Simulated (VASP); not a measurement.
# GdF3OH2 (Gd(F)3(H2O)) in VASP: single point with PBE+U

Aim: the single point of GdF3OH2 (Gd(F)3(H2O)) with PBE+U.

Program: VASP 6.6.1. These are calculated values, not measurements. Logs are shortened: lines on timing, memory, paths and dates and some standing lists are left out, and cuts for length are marked.

**1. The cell of the first run**

The cell holds a molecule in a box, 7 atoms: a = 11.770 Å, b = 12.360 Å, c = 12.360 Å, α = 90.00°, β = 90.00°, γ = 90.00°.

**2. Single point, PBE+U, collinear spin, ferromagnetic start**

The input, INCAR:

```
SYSTEM = GdH2OF3
PREC = Accurate
ENCUT = 520
EDIFF = 1E-6
ISMEAR = 0
SIGMA = 0.01
LREAL = .False.
LASPH = .True.
NELM = 150
ALGO = Normal
ISIF = 2
LWAVE = .False.
LCHARG = .True.
ISPIN = 2
MAGMOM = 7 0 0 0 0 0 0
LORBIT = 11
LMAXMIX = 6
LDAU = .True.
LDAUTYPE = 2
LDAUL = 3 -1 -1 -1
LDAUU = 5 0 0 0
LDAUJ = 0 0 0 0
LDAUPRINT = 1
GGA = PE
LELF = .True.
LVHAR = .True.
NBANDS = 36
```

The input, KPOINTS:

```
regular mesh
0
Gamma
  1 1 1
  0 0 0
```

The input, POSCAR:

```
GdH2OF3
1.0
   11.7700000000      0.0000000000      0.0000000000
    0.0000000000     12.3600000000      0.0000000000
    0.0000000000      0.0000000000     12.3600000000
Gd F O H
1 3 1 2
Direct
    0.5308955000      0.4503551800      0.5498568000
    0.6178615100      0.5660922300      0.6361343000
    0.4123746800      0.3641383500      0.6360736200
    0.6178615100      0.3640776700      0.4341197400
    0.4118402700      0.5651788000      0.4350323600
    0.3823279500      0.6361343000      0.4526553400
    0.3823279500      0.5475566300      0.3640776700
```

Potentials or basis: VASP PAW PBE potentials, release 64 (Gd, F, O, H).

On the command line:

```bash
$ cat potpaw_PBE.64/Gd/POTCAR potpaw_PBE.64/F/POTCAR potpaw_PBE.64/O/POTCAR potpaw_PBE.64/H/POTCAR > POTCAR
$ mpirun -np 1 vasp_gam > vasp.out
```

OUTCAR:

```text
SYSTEM = GdH2OF3
   PREC = Accurate
   ENCUT = 520
   EDIFF = 1E-6
   ISMEAR = 0
   LREAL = .False.
   LASPH = .True.
   NELM = 150
   ISIF = 2
   ISPIN = 2
   LORBIT = 11
   GGA = PE

 ion  position               nearest neighbor table
   1  0.531  0.450  0.550-   3 2.05   2 2.06   4 2.06   5 2.45
   2  0.618  0.566  0.636-   1 2.06
   3  0.412  0.364  0.636-   1 2.05
   4  0.618  0.364  0.434-   1 2.06
   5  0.412  0.565  0.435-   7 0.97   6 0.97   1 2.45
   6  0.382  0.636  0.453-   5 0.97
   7  0.382  0.548  0.364-   5 0.97

  LATTYP: Found a simple tetragonal cell.
 ALAT       =    12.3600000000
 C/A-ratio  =     0.9522653722

  Lattice vectors:

 A1 = (   0.0000000000,  12.3600000000,   0.0000000000)
 A2 = (   0.0000000000,   0.0000000000,  12.3600000000)
 A3 = (  11.7700000000,   0.0000000000,   0.0000000000)

Analysis of symmetry for initial positions (statically):
=====================================================================
 Subroutine PRICEL returns:
 Original cell was already a primitive cell.

 Routine SETGRP: Setting up the symmetry group for a
 simple tetragonal supercell.

 Subroutine GETGRP returns: Found  2 space group operations
 (whereof  1 operations were pure point group operations)
 out of a pool of 16 trial point group operations.

The static configuration has the point symmetry C_1 .
 The point group associated with its full space group is C_1h.

Analysis of symmetry for dynamics (positions and initial velocities):
=====================================================================
 Subroutine PRICEL returns:
 Original cell was already a primitive cell.

 Routine SETGRP: Setting up the symmetry group for a
 simple tetragonal supercell.

 Subroutine GETGRP returns: Found  2 space group operations
 (whereof  1 operations were pure point group operations)
 out of a pool of 16 trial point group operations.

The dynamic configuration has the point symmetry C_1 .
 The point group associated with its full space group is C_1h.

Analysis of structural, dynamic, and magnetic symmetry:
=====================================================================
 Subroutine PRICEL returns:
 Original cell was already a primitive cell.

 Routine SETGRP: Setting up the symmetry group for a
 simple tetragonal supercell.

 Subroutine GETGRP returns: Found  2 space group operations
 (whereof  1 operations were pure point group operations)
 out of a pool of 16 trial point group operations.

The overall configuration has the point symmetry C_1 .
 The point group associated with its full space group is C_1h.

 Subroutine INISYM returns: Found  2 space group operations
 (whereof  1 operations are pure point group operations),
 and found     1 'primitive' translations

----------------------------------------------------------------------------------------
[... 143 lines left out ...]
  0.0006 -0.0001 -0.0023  0.0004 -0.0021  0.0110 -0.0006
 -0.0012 -0.0030  0.0015  0.0008  0.0011 -0.0006  0.0090

 occupancies and eigenvectors

  o =  0.0062  v =  0.0000  0.0000  0.0000  0.0000  0.0000  0.0000  0.0000 -0.6162 -0.0000 -0.1740  0.5937 -0.3355 -0.2398 -0.2599      0.0000  0.0000  0.0000  0.0000  0.0000  0.0000  0.0000  0.0000  0.0000  0.0000  0.0000  0.0000  0.0000  0.0000
  o =  0.0064  v =  0.0000  0.0000  0.0000  0.0000  0.0000  0.0000  0.0000  0.4175  0.3888  0.1720  0.4354 -0.4067 -0.1197  0.5250      0.0000  0.0000  0.0000  0.0000  0.0000  0.0000  0.0000  0.0000  0.0000  0.0000  0.0000  0.0000  0.0000  0.0000
  o =  0.0069  v =  0.0000  0.0000  0.0000  0.0000  0.0000  0.0000  0.0000  0.1307  0.1158  0.5786  0.4577  0.3257  0.3774 -0.4204      0.0000  0.0000  0.0000  0.0000  0.0000  0.0000  0.0000  0.0000  0.0000  0.0000  0.0000  0.0000  0.0000  0.0000
  o =  0.0096  v =  0.0000  0.0000  0.0000  0.0000  0.0000  0.0000  0.0000 -0.1292 -0.0000 -0.4524  0.3792  0.5901  0.2785  0.4571      0.0000  0.0000  0.0000  0.0000  0.0000  0.0000  0.0000  0.0000  0.0000  0.0000  0.0000  0.0000  0.0000  0.0000
  o =  0.0098  v =  0.0000  0.0000  0.0000  0.0000  0.0000  0.0000  0.0000  0.5235 -0.0146 -0.3355  0.2084  0.2915 -0.5858 -0.3763      0.0000  0.0000  0.0000  0.0000  0.0000  0.0000  0.0000  0.0000  0.0000  0.0000  0.0000  0.0000  0.0000  0.0000
  o =  0.0151  v =  0.0000  0.0000  0.0000  0.0000  0.0000  0.0000  0.0000  0.3219 -0.0000 -0.5148  0.0608 -0.4052  0.6041 -0.3139      0.0000  0.0000  0.0000  0.0000  0.0000  0.0000  0.0000  0.0000  0.0000  0.0000  0.0000  0.0000  0.0000  0.0000
  o =  0.0248  v =  0.0000  0.0000  0.0000  0.0000  0.0000  0.0000  0.0000 -0.1858  0.9139 -0.1518 -0.2399  0.1364 -0.0062 -0.1761      0.0000  0.0000  0.0000  0.0000  0.0000  0.0000  0.0000  0.0000  0.0000  0.0000  0.0000  0.0000  0.0000  0.0000
  o =  0.9929  v =  0.6189  0.0000  0.2012 -0.6125  0.3093  0.2199  0.2396  0.0000  0.0000  0.0000  0.0000  0.0000  0.0000  0.0000      0.0000  0.0000  0.0000  0.0000  0.0000  0.0000  0.0000  0.0000  0.0000  0.0000  0.0000  0.0000  0.0000  0.0000
  o =  0.9931  v = -0.0314  0.0551 -0.3979 -0.2685 -0.5044 -0.2953  0.6511  0.0000  0.0000  0.0000  0.0000  0.0000  0.0000  0.0000      0.0000  0.0000  0.0000  0.0000  0.0000  0.0000  0.0000  0.0000  0.0000  0.0000  0.0000  0.0000  0.0000  0.0000
  o =  0.9935  v = -0.4815 -0.4147 -0.3494 -0.5946  0.2123  0.0186 -0.2740  0.0000  0.0000  0.0000  0.0000  0.0000  0.0000  0.0000      0.0000  0.0000  0.0000  0.0000  0.0000  0.0000  0.0000  0.0000  0.0000  0.0000  0.0000  0.0000  0.0000  0.0000
  o =  0.9938  v =  0.0854  0.0000  0.4629 -0.3510 -0.5899 -0.3137 -0.4570  0.0000  0.0000  0.0000  0.0000  0.0000  0.0000  0.0000      0.0000  0.0000  0.0000  0.0000  0.0000  0.0000  0.0000  0.0000  0.0000  0.0000  0.0000  0.0000  0.0000  0.0000
  o =  0.9942  v =  0.4804 -0.0519 -0.4401  0.1103  0.2358 -0.6421 -0.3045  0.0000  0.0000  0.0000  0.0000  0.0000  0.0000  0.0000      0.0000  0.0000  0.0000  0.0000  0.0000  0.0000  0.0000  0.0000  0.0000  0.0000  0.0000  0.0000  0.0000  0.0000
  o =  0.9975  v =  0.3312 -0.0000 -0.4952  0.0414 -0.4258  0.5944 -0.3298  0.0000  0.0000  0.0000  0.0000  0.0000  0.0000  0.0000      0.0000  0.0000  0.0000  0.0000  0.0000  0.0000  0.0000  0.0000  0.0000  0.0000  0.0000  0.0000  0.0000  0.0000
  o =  1.0005  v = -0.1908  0.9068 -0.1608 -0.2493  0.1412 -0.0103 -0.1823  0.0000  0.0000  0.0000  0.0000  0.0000  0.0000  0.0000      0.0000  0.0000  0.0000  0.0000  0.0000  0.0000  0.0000  0.0000  0.0000  0.0000  0.0000  0.0000  0.0000  0.0000

 number of electron      46.9999995 magnetization       6.9999985

 Free energy of the ion-electron system (eV)
  ---------------------------------------------------
  ext. energy  EPLUGINS =         0.00000000
  ---------------------------------------------------
  free energy    TOTEN  =       -44.77051987 eV

  energy without entropy =      -44.77051987  energy(sigma->0) =      -44.77051987

 E-fermi :  -7.4404     XC(G=0):  -0.8829

 val. band max:       -7.5513781978   @ k =   0.0000   0.0000   0.0000
 cond. band min:      -2.1543093565   @ k =   0.0000   0.0000   0.0000
 fundamental gap:      5.3970688412
 Fermi energy:        -7.4404206391

 spin component 1

 k-point     1 :       0.0000    0.0000    0.0000
  band No.  band energies     occupation
      1     -49.0101      1.00000
      2     -28.2892      1.00000
      3     -28.2492      1.00000
      4     -27.9924      1.00000
      5     -26.9728      1.00000
      6     -25.9807      1.00000
[... 27 lines left out ...]
     34       0.5060      0.00000
     35       0.5605      0.00000
 Fermi energy:        -7.4404206391

 spin component 2

 k-point     1 :       0.0000    0.0000    0.0000
  band No.  band energies     occupation
      1     -45.8986      1.00000
      2     -27.9091      1.00000
      3     -27.6369      1.00000
      4     -27.5969      1.00000
      5     -26.6505      1.00000
      6     -24.2331      1.00000
[... 27 lines left out ...]
     34       0.7601      0.00000
     35       0.7894      0.00000
 [bands above 35 left out]

------------------------ aborting loop because EDIFF is reached ----------------------------------------

  FORCE on cell =-STRESS in cart. coord.  units (eV):
  Direction    XX          YY          ZZ          XY          YZ          ZX
  --------------------------------------------------------------------------------------
  -------------------------------------------------------------------------------------
  Total        0.2075555      0.4780615      0.4780615      0.0814976      0.2146409     -0.0814970
  in kB        0.1849402      0.4259719      0.4259719      0.0726176      0.1912536     -0.0726171
  external PRESSURE =       0.3456280 kB  Pullay stress =       0.0000000 kB

 VOLUME and BASIS-vectors are now :
 -----------------------------------------------------------------------------
  energy-cutoff  :      520.00
  volume of cell :     1798.10
      direct lattice vectors                 reciprocal lattice vectors
    11.770000000  0.000000000  0.000000000     0.084961767  0.000000000  0.000000000
     0.000000000 12.360000000  0.000000000     0.000000000  0.080906149  0.000000000
     0.000000000  0.000000000 12.360000000     0.000000000  0.000000000  0.080906149

 POSITION                                       TOTAL-FORCE (eV/Angst)
 -----------------------------------------------------------------------------------
      6.24864      5.56639      6.79623        -0.096460      0.057402     -0.057402
      7.27223      6.99690      7.86262         0.114406      0.129722      0.107969
      4.85365      4.50075      7.86187        -0.106771     -0.129999      0.129999
      7.27223      4.50000      5.36572         0.114406     -0.107969     -0.129722
      4.84736      6.98561      5.37700         0.057097     -0.045306      0.045306
      4.50000      7.86262      5.59482        -0.041339      0.210151      0.114001
      4.50000      6.76780      4.50000        -0.041339     -0.114001     -0.210151
 -----------------------------------------------------------------------------------
    total drift:                                0.002406      0.007665      0.007530

  FREE ENERGIE OF THE ION-ELECTRON SYSTEM (eV)
  ---------------------------------------------------
  free  energy   TOTEN  =       -44.7705198655 eV

  energy  without entropy=      -44.7705198655  energy(sigma->0) =      -44.77051987

 total charge

# of ion       s       p       d       f       tot
--------------------------------------------------
    1        2.022   5.656   0.543   7.034  15.255
    2        1.741   4.337   0.000   0.000   6.078
    3        1.741   4.337   0.000   0.000   6.078
    4        1.741   4.337   0.000   0.000   6.078
    5        1.550   3.673   0.000   0.000   5.223
    6        0.614   0.125   0.000   0.000   0.739
    7        0.614   0.125   0.000   0.000   0.739
--------------------------------------------------
tot         10.024  22.589   0.543   7.034  40.190

 magnetization (x)

# of ion       s       p       d       f       tot
--------------------------------------------------
    1       -0.007  -0.089   0.042   6.882   6.829
    2       -0.001  -0.012   0.000   0.000  -0.013
    3       -0.001  -0.012   0.000   0.000  -0.013
    4       -0.001  -0.012   0.000   0.000  -0.013
    5       -0.001  -0.003   0.000   0.000  -0.004
    6       -0.000  -0.000   0.000   0.000  -0.000
    7       -0.000  -0.000   0.000   0.000  -0.000
--------------------------------------------------
tot         -0.010  -0.128   0.042   6.882   6.786
```

Run time: 21 min. Hardware: 1 thread of Intel Xeon Platinum 8175M at 2.50GHz (Skylake/Cascade Lake), shared host; peak memory 2.1 GiB.

What came out:

```yaml
Free_energy: -44.7705 eV
Largest_force: 0.243 eV/Å
Gap_between_the_frontier_levels: 5.40 eV
Net_moment: 7.00 μB per cell
Site_moments: Gd +6.83; F -0.01; O -0.00; H -0.00 μB
Valence_electrons_inside_the_program's_atomic_spheres: Gd 15.26; F 6.08; O 5.22; H 0.74
```

Forces in eV/Å, atoms in the order of the input:
```
Gd  -0.096  0.057 -0.057
F    0.114  0.130  0.108
F   -0.107 -0.130  0.130
F    0.114 -0.108 -0.130
O    0.057 -0.045  0.045
H   -0.041  0.210  0.114
H   -0.041 -0.114 -0.210
```

Eigenvalues of the final occupation matrices:
| site | spin | trace | eigenvalues |
| --- | --- | --- | --- |
| site 1 f | 1 | 6.97 | 0.99 0.99 0.99 0.99 0.99 1.00 1.00 |
| site 1 f | 2 | 0.08 | 0.01 0.01 0.01 0.01 0.01 0.02 0.02 |

Caveat: spin-orbit coupling is left out, which moves the levels of the heavy elements.
